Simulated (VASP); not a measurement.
# Sc3S (P6_3/mmc) in VASP: a series of runs

The runs below take Sc3S through single point, relaxation of cell and atoms, with PBE.

All numbers are computed with VASP 6.6.1; they aren't measurements. Logs are shortened: lines on timing, memory, paths and dates and some standing lists are left out, and cuts for length are marked.

## 1. The cell of the first run

It takes space group P6_3/mmc (No. 194, hexagonal). The conventional cell has a = 6.103 Å, b = 6.103 Å, c = 4.737 Å, α = 90.00°, β = 90.00°, γ = 120.00°. Sc (site symmetry mm2) has 4 S at 2.92 to 3.05 Å and 8 Sc at 2.95 to 3.15 Å within 3.8 Å. S (site symmetry -6m2) has 12 Sc at 2.92 to 3.05 Å within 3.8 Å.

## 2. Single point, PBE

INCAR

```
PREC     = Accurate       # precision mode
ENCUT    = 520            # plane-wave cutoff, eV
EDIFF    = 1E-6           # SCF threshold, eV
ISMEAR   = 0              # smearing method
SIGMA    = 0.1            # smearing width, eV
LREAL    = False          # projectors in reciprocal space
LASPH    = True           # aspherical terms in the spheres
NELM     = 60             # most SCF steps
ALGO     = Normal         # electronic algorithm
ISIF     = 2              # what is computed and relaxed
LWAVE    = False          # write WAVECAR
LCHARG   = False          # write CHGCAR
GGA      = PE             # functional
NBANDS   = 49             # bands
```

KPOINTS

```
Automatic mesh
0
Gamma
  3 3 4
```

POSCAR

```
Sc3S
1.0
    6.1027565750      0.0000000000      0.0000000000
   -3.0513782875      5.2851422271      0.0000000000
    0.0000000000      0.0000000000      4.7368840715
Sc S
6 2
Direct
    0.8276802969      0.6553605938      0.2500000000
    0.1723197031      0.8276802969      0.7500000000
    0.3446394062      0.1723197031      0.2500000000
    0.1723197031      0.3446394062      0.7500000000
    0.8276802969      0.1723197031      0.2500000000
    0.6553605938      0.8276802969      0.7500000000
    0.3333333333      0.6666666667      0.2500000000
    0.6666666667      0.3333333333      0.7500000000
```

Potentials or basis: VASP PAW PBE potentials, release 64 (Sc_sv, S).

The run is started by

```sh
cat potpaw_PBE.64/Sc_sv/POTCAR potpaw_PBE.64/S/POTCAR > POTCAR
mpirun -np 1 vasp_std > vasp.out
```

OUTCAR:

```text
PREC = Accurate
   ENCUT = 520
   EDIFF = 1E-6
   ISMEAR = 0
   LREAL = False
   LASPH = True
   NELM = 60
   ISIF = 2
   GGA = PE

 ion  position               nearest neighbor table
   1  0.828  0.655  0.250-   8 2.92   8 2.92   3 2.95   5 2.95   2 2.99   2 2.99   6 2.99   6 2.99
                             7 3.05   7 3.05   5 3.15   3 3.15
   2  0.172  0.828  0.750-   7 2.92   7 2.92   6 2.95   4 2.95   1 2.99   1 2.99   3 2.99   3 2.99
                             8 3.05   8 3.05   6 3.15   4 3.15
   3  0.345  0.172  0.250-   8 2.92   8 2.92   5 2.95   1 2.95   4 2.99   4 2.99   2 2.99   2 2.99
                             7 3.05   7 3.05   5 3.15   1 3.15
   4  0.172  0.345  0.750-   7 2.92   7 2.92   2 2.95   6 2.95   5 2.99   3 2.99   5 2.99   3 2.99
                             8 3.05   8 3.05   2 3.15   6 3.15
   5  0.828  0.172  0.250-   8 2.92   8 2.92   3 2.95   1 2.95   4 2.99   4 2.99   6 2.99   6 2.99
                             7 3.05   7 3.05   3 3.15   1 3.15
   6  0.655  0.828  0.750-   7 2.92   7 2.92   2 2.95   4 2.95   1 2.99   1 2.99   5 2.99   5 2.99
                             8 3.05   8 3.05   2 3.15   4 3.15
   7  0.333  0.667  0.250-   2 2.92   2 2.92   6 2.92   6 2.92   4 2.92   4 2.92   1 3.05   3 3.05
                             5 3.05   5 3.05   1 3.05   3 3.05
   8  0.667  0.333  0.750-   5 2.92   5 2.92   3 2.92   3 2.92   1 2.92   1 2.92   4 3.05   6 3.05
                             2 3.05   2 3.05   4 3.05   6 3.05

  LATTYP: Found a hexagonal cell.
 ALAT       =     6.1027565750
 C/A-ratio  =     0.7761876151

  Lattice vectors:

 A1 = (   6.1027565750,   0.0000000000,   0.0000000000)
 A2 = (  -3.0513782875,   5.2851422271,   0.0000000000)
 A3 = (   0.0000000000,   0.0000000000,   4.7368840715)

Analysis of symmetry for initial positions (statically):
=====================================================================
 Subroutine PRICEL returns:
 Original cell was already a primitive cell.

 Routine SETGRP: Setting up the symmetry group for a
 hexagonal supercell.

 Subroutine GETGRP returns: Found 24 space group operations
 (whereof 12 operations were pure point group operations)
 out of a pool of 24 trial point group operations.

The static configuration has the point symmetry D_3d.
 The point group associated with its full space group is D_6h.

Analysis of symmetry for dynamics (positions and initial velocities):
=====================================================================
 Subroutine PRICEL returns:
 Original cell was already a primitive cell.

 Routine SETGRP: Setting up the symmetry group for a
 hexagonal supercell.

 Subroutine GETGRP returns: Found 24 space group operations
 (whereof 12 operations were pure point group operations)
 out of a pool of 24 trial point group operations.

The dynamic configuration has the point symmetry D_3d.
 The point group associated with its full space group is D_6h.

 Subroutine INISYM returns: Found 24 space group operations
 (whereof 12 operations are pure point group operations),
 and found     1 'primitive' translations

----------------------------------------------------------------------------------------

                                     Primitive cell

  volume of cell :     152.7832

  direct lattice vectors                    reciprocal lattice vectors
     6.102756575  0.000000000  0.000000000     0.163860378  0.094604833  0.000000000
    -3.051378287  5.285142227  0.000000000     0.000000000  0.189209667  0.000000000
     0.000000000  0.000000000  4.736884071     0.000000000  0.000000000  0.211109241

  length of vectors
     6.102756575  6.102756575  4.736884071     0.189209667  0.189209667  0.211109241

  position of ions in fractional coordinates (direct lattice)
     0.827680297  0.655360594  0.250000000
     0.172319703  0.827680297  0.750000000
     0.344639406  0.172319703  0.250000000
     0.172319703  0.344639406  0.750000000
     0.827680297  0.172319703  0.250000000
     0.655360594  0.827680297  0.750000000
     0.333333333  0.666666667  0.250000000
     0.666666667  0.333333333  0.750000000

  ion indices of the primitive-cell ions
   primitive index   ion index
                 1           1
                 2           2
                 3           3
                 4           4
                 5           5
                 6           6
                 7           7
                 8           8

----------------------------------------------------------------------------------------

 KPOINTS: Automatic mesh

Automatic generation of k-mesh.
 Grid dimensions read from file:
 generate k-points for:    3    3    4

 Generating k-lattice:

  Cartesian coordinates                     Fractional coordinates (reciprocal lattice)
     0.054620126  0.031534944  0.000000000     0.333333333  0.000000000  0.000000000
     0.000000000  0.063069889  0.000000000     0.000000000  0.333333333  0.000000000
     0.000000000  0.000000000  0.052777310     0.000000000  0.000000000  0.250000000

  Length of vectors
     0.063069889  0.063069889  0.052777310

  Shift w.r.t. Gamma in fractional coordinates (k-lattice)
     0.000000000  0.000000000  0.000000000

 Subroutine IBZKPT returns following result:
 ===========================================

 Found      9 irreducible k-points:

 Following reciprocal coordinates:
            Coordinates               Weight
  0.000000  0.000000  0.000000      1.000000
  0.333333  0.000000  0.000000      6.000000
  0.333333  0.333333  0.000000      2.000000
  0.000000  0.000000  0.250000      2.000000
  0.333333  0.000000  0.250000     12.000000
  0.333333  0.333333  0.250000      4.000000
  0.000000  0.000000  0.500000      1.000000
  0.333333  0.000000  0.500000      6.000000
  0.333333  0.333333  0.500000      2.000000
   k-points           NKPTS =      9   k-points in BZ     NKDIM =      9   number of bands    NBANDS=     49
   number of dos      NEDOS =    301   number of ions     NIONS =      8
   total plane-waves  NPLWV =  82944
   dimension x,y,z NGX =    48 NGY =   48 NGZ =   36
   dimension x,y,z NGXF=    96 NGYF=   96 NGZF=   72
   ions per type =               6   2
   NGX,Y,Z   is equivalent  to a cutoff of  13.08, 13.08, 12.63 a.u.
   NGXF,Y,Z  is equivalent  to a cutoff of  26.15, 26.15, 25.27 a.u.
 SYSTEM =  unknown system
   PREC   = accura    normal or accurate (medium, high low for compatibility)
   ISTART =      0    job   : 0-new  1-cont  2-samecut
   ICHARG =      2    charge: 1-file 2-atom 10-const
   ISPIN  =      1    spin polarized calculation?
   LNONCOLLINEAR =      F non collinear calculations
   LSORBIT =      F    spin-orbit coupling
   LASPH  =      T    aspherical Exc in radial PAW
   ENCUT  =  520.0 eV  38.22 Ry    6.18 a.u.  11.35 11.35  8.81*2*pi/ulx,y,z
   NELM   =     60;   NELMIN=  2; NELMDL= -5     # of ELM steps
   EDIFF  = 0.1E-05   stopping-criterion for ELM
   LREAL  =      F    real-space projection
   EDIFFG = 0.1E-04   stopping-criterion for IOM
   NSW    =      0    number of steps for IOM
   IBRION =     -1    ionic relax: 0-MD 1-quasi-New 2-CG
   NFREE  =      0    steps in history (QN), initial steepest desc. (CG)
   ISIF   =      2    stress and relaxation
   ISYM   =      2    0-nonsym 1-usesym 2-fastsym
   POTIM  = 0.5000    time-step for ionic-motion
   TEBEG  =    0.0;   TEEND  =   0.0 temperature during run
   PSTRESS=    0.0 pullay stress
   NELECT =      78.0000    total number of electrons
   NUPDOWN=      -1.0000    fix difference up-down
   EMIN   =  10.00;   EMAX   =-10.00  energy-range for DOS
   EFERMI =   0.00;   METHOD = LEGACY
   ISMEAR =     0;   SIGMA  =   0.10  broadening in eV -4-tet -1-fermi 0-gaus
   EFERMI_NEDOS =   21; number of points for ismear=-14 and -15
   IALGO  =     38    algorithm
   IMIX   =      4    mixing-type and parameters
     AMIX     =   0.40;   BMIX     =  1.00
     AMIX_MAG =   1.60;   BMIX_MAG =  1.00
  volume/ion in A,a.u.               =      19.10       128.88
  Fermi-wavevector in a.u.,A,eV,Ry     =   1.308422  2.472559 23.292744  1.711968
  Thomas-Fermi vector in A             =   2.439090
   LORBIT       =      0    0 simple, 1 ext, 2 COOP (PROOUT), +10 PAW based schemes
   GGA     = PE    functional components
   LHFCALC =     F    Hartree Fock is set to
   AEXX    =    0.0000 exact exchange contribution
   IVDW    =     0    specifies the selected vdW correction
   LEPSILON=     F    determine dielectric tensor
   LRPA    =     F    only Hartree local field effects (RPA)
 non-spin polarized calculation
 Gauss-broadening in eV      SIGMA  =   0.10
  energy-cutoff  :      520.00
  volume of cell :      152.78
 maximum number of plane-waves:      4133
 NGX is ok and might be reduce to    48
   NGX = 23   NGY = 23   NGZ = 17

 number of electron      78.0000013 magnetization

 Free energy of the ion-electron system (eV)
  ---------------------------------------------------
  ext. energy  EPLUGINS =         0.00000000
  ---------------------------------------------------
  free energy    TOTEN  =       -48.34438867 eV

  energy without entropy =      -48.29366874  energy(sigma->0) =      -48.31902871

 E-fermi :   6.2071     XC(G=0): -10.7312

 val. band max:        6.1361227342   @ k =   0.3333   0.3333   0.5000
 cond. band min:       6.2126642674   @ k =   0.3333   0.0000   0.0000
 fundamental gap:      0.0765415332
 Fermi energy:         6.2070978052

 k-point     1 :       0.0000    0.0000    0.0000
  band No.  band energies     occupation
      1     -43.1515      2.00000
      2     -43.0457      2.00000
      3     -43.0457      2.00000
      4     -43.0341      2.00000
      5     -42.9895      2.00000
      6     -42.9895      2.00000
[... 41 lines left out ...]
     48       8.2128      0.00000
     49       8.2453      0.00000

 k-point     2 :       0.3333    0.0000    0.0000
  band No.  band energies     occupation
      1     -43.1279      2.00000
      2     -43.0745      2.00000
      3     -43.0464      2.00000
      4     -43.0327      2.00000
      5     -42.9889      2.00000
      6     -42.9861      2.00000
[... 356 lines left out ...]
 k-point     9 :       0.3333    0.3333    0.5000
  band No.  band energies     occupation
      1     -43.0703      2.00000
      2     -43.0703      2.00000
      3     -43.0404      2.00000
      4     -43.0404      2.00000
      5     -43.0176      2.00000
      6     -43.0176      2.00000
[... 41 lines left out ...]
     48       7.9883      0.00000
     49       8.0266      0.00000

------------------------ aborting loop because EDIFF is reached ----------------------------------------

  FORCE on cell =-STRESS in cart. coord.  units (eV):
  Direction    XX          YY          ZZ          XY          YZ          ZX
  --------------------------------------------------------------------------------------
  -------------------------------------------------------------------------------------
  Total        0.1635450      0.1635450     -0.0035360      0.0000000     -0.0000000      0.0000000
  in kB        1.7150325      1.7150325     -0.0370806      0.0000000     -0.0000000      0.0000000
  external PRESSURE =       1.1309948 kB  Pullay stress =       0.0000000 kB

 VOLUME and BASIS-vectors are now :
 -----------------------------------------------------------------------------
  energy-cutoff  :      520.00
  volume of cell :      152.78
      direct lattice vectors                 reciprocal lattice vectors
     6.102756575  0.000000000  0.000000000     0.163860378  0.094604833  0.000000000
    -3.051378287  5.285142227  0.000000000     0.000000000  0.189209667  0.000000000
     0.000000000  0.000000000  4.736884071     0.000000000  0.000000000  0.211109241

 POSITION                                       TOTAL-FORCE (eV/Angst)
 -----------------------------------------------------------------------------------
      3.05138      3.46367      1.18422         0.000000      0.006542     -0.000000
     -1.47394      4.37441      3.55266        -0.005665      0.003271     -0.000000
      1.57744      0.91073      1.18422        -0.005665     -0.003271      0.000000
      0.00000      1.82147      3.55266         0.000000     -0.006542      0.000000
      4.52532      0.91073      1.18422         0.005665     -0.003271      0.000000
      1.47394      4.37441      3.55266         0.005665      0.003271      0.000000
     -0.00000      3.52343      1.18422         0.000000     -0.000000      0.000000
      3.05138      1.76171      3.55266         0.000000      0.000000      0.000000
 -----------------------------------------------------------------------------------
    total drift:                               -0.000001      0.000001     -0.000000

  FREE ENERGIE OF THE ION-ELECTRON SYSTEM (eV)
  ---------------------------------------------------
  free  energy   TOTEN  =       -48.3443886708 eV

  energy  without entropy=      -48.2936687426  energy(sigma->0) =      -48.31902871
```

Run time: 47 s. Hardware: 1 thread of Intel Xeon Platinum 8488C (Sapphire Rapids), shared host; peak memory 0.28 GiB.

Results:

* Free energy: -48.3444 eV
* Pressure: 0.1 GPa
* Largest force: 0.007 eV/Å
* Band gap on the k mesh: zero (band 39 reaches 6.36 eV, above the bottom of band 40 at 5.66 eV)

Forces in eV/Å, atoms in the order of the input:
```
Sc   0.000  0.007  0.000
Sc  -0.006  0.003  0.000
Sc  -0.006 -0.003  0.000
Sc   0.000 -0.007  0.000
Sc   0.006 -0.003  0.000
Sc   0.006  0.003  0.000
S    0.000  0.000  0.000
S    0.000  0.000  0.000
```

Caveat: the k points lie up to 0.40 Å⁻¹ apart.

## 3. Relaxation of cell and atoms, PBE

This run uses another cell than the first one, of 20.03 Å³/atom, 1.049 times its volume.

INCAR

```
SYSTEM = Sc3S
PREC     = Accurate       ! precision mode
ENCUT    = 600            ! plane-wave cutoff, eV
EDIFF    = 1E-7           ! SCF threshold, eV
ISMEAR   = 0              ! smearing method
SIGMA    = 0.1            ! smearing width, eV
LREAL    = .False.        ! projectors in reciprocal space
LASPH    = .True.         ! aspherical terms in the spheres
NELM     = 60             ! most SCF steps
ALGO     = Normal         ! electronic algorithm
ISIF     = 3              ! what is computed and relaxed
LWAVE    = .False.        ! write WAVECAR
LCHARG   = .False.        ! write CHGCAR
GGA      = PE             ! functional
IBRION   = 2              ! ionic algorithm
NSW      = 90             ! ionic steps
EDIFFG   = -0.04          ! ionic threshold
```

KPOINTS

```
regular mesh
0
Gamma
  3 3 4
  0 0 0
```

POSCAR

```
Sc3S
1.0
    6.1310533974      0.0000000000      0.0000000000
   -3.0655266987      5.3096479941      0.0000000000
    0.0000000000      0.0000000000      4.9211163259
Sc S
6 2
Direct
    0.8330000000      0.6660000000      0.2500000000
    0.1670000000      0.8330000000      0.7500000000
    0.3340000000      0.1670000000      0.2500000000
    0.1670000000      0.3340000000      0.7500000000
    0.8330000000      0.1670000000      0.2500000000
    0.6660000000      0.8330000000      0.7500000000
    0.3333333333      0.6666666667      0.2500000000
    0.6666666667      0.3333333333      0.7500000000
```

Potentials or basis: VASP PAW PBE potentials, release 64 (Sc_sv, S).

The run is started by

```sh
cat potpaw_PBE.64/Sc_sv/POTCAR potpaw_PBE.64/S/POTCAR > POTCAR
mpirun -np 1 vasp_std > vasp.out
```

Wall time 5.6 min (1 thread of Intel Xeon Platinum 8488C (Sapphire Rapids), shared host); peak memory 0.34 GiB.

The run converged. Its results:

| Item | Value |
| --- | --- |
| Free energy | -48.3470 eV |
| Relaxed volume | 19.17 Å³/atom |
| Relaxed cell | a = 6.107 Å, b = 6.107 Å, c = 4.748 Å, α = 90.00°, β = 90.00°, γ = 120.00° |
| Space group after relaxing (to 0.05 Å) | P6_3/mmc (No. 194) |
| Energy gained by relaxing | 16.1 meV/atom |
| Ionic steps | 6 |
| Pressure after relaxing | -0.1 GPa |
| Largest force after relaxing | 0.025 eV/Å |
| Band gap on the k mesh | zero (band 39 reaches 6.33 eV, above the bottom of band 40 at 5.62 eV) |

Forces in eV/Å, atoms in the order of the input:
```
Sc   0.000  0.025  0.000
Sc  -0.022  0.013  0.000
Sc  -0.022 -0.013  0.000
Sc   0.000 -0.025  0.000
Sc   0.022 -0.013  0.000
Sc   0.022  0.013  0.000
S    0.000  0.000  0.000
S    0.000  0.000  0.000
```

Stress tensor (GPa, compression positive):
```
 0.03  0.00  0.00
 0.00  0.03  0.00
 0.00  0.00 -0.26
```

The path:
| step | energy change (eV) | largest force (eV/Å) | pressure (GPa) | volume (Å³) |
| --- | --- | --- | --- | --- |
| 1 | 0.0000 | 0.4832 | -1.63 | 160.20 |
| 2 | -0.0863 | 0.2876 | -0.43 | 155.52 |
| 3 | -0.1080 | 0.1046 | 0.69 | 151.77 |
| 4 | -0.1224 | 0.0165 | 0.13 | 152.95 |
| 5 | -0.1244 | 0.0802 | -0.16 | 153.60 |
| 6 | -0.1291 | 0.0252 | -0.06 | 153.37 |

Final structure:
```
Sc S
1.0
     6.10728    0.00000    0.00000
    -3.05364    5.28906    0.00000
     0.00000    0.00000    4.74803
Sc S
6 2
Direct
  0.82760 0.65521 0.25000
  0.17239 0.82761 0.75000
  0.34479 0.17239 0.25000
  0.17239 0.34479 0.75000
  0.82761 0.17239 0.25000
  0.65521 0.82761 0.75000
  0.33333 0.66667 0.25000
  0.66667 0.33333 0.75000
```

Levels at points of the mesh, in eV from the Fermi level:
| k point | band 37 | band 38 | band 39 | band 40 | band 41 | band 42 |
| --- | --- | --- | --- | --- | --- | --- |
| (0.00, 0.00, 0.00) | -0.75 | -0.75 | -0.75 | -0.55 | -0.29 | -0.29 |
| (0.00, 0.00, 0.50) | -1.39 | -1.39 | 0.11 | 0.11 | 0.42 | 0.42 |

Caveat: the k points lie up to 0.40 Å⁻¹ apart in the final cell.
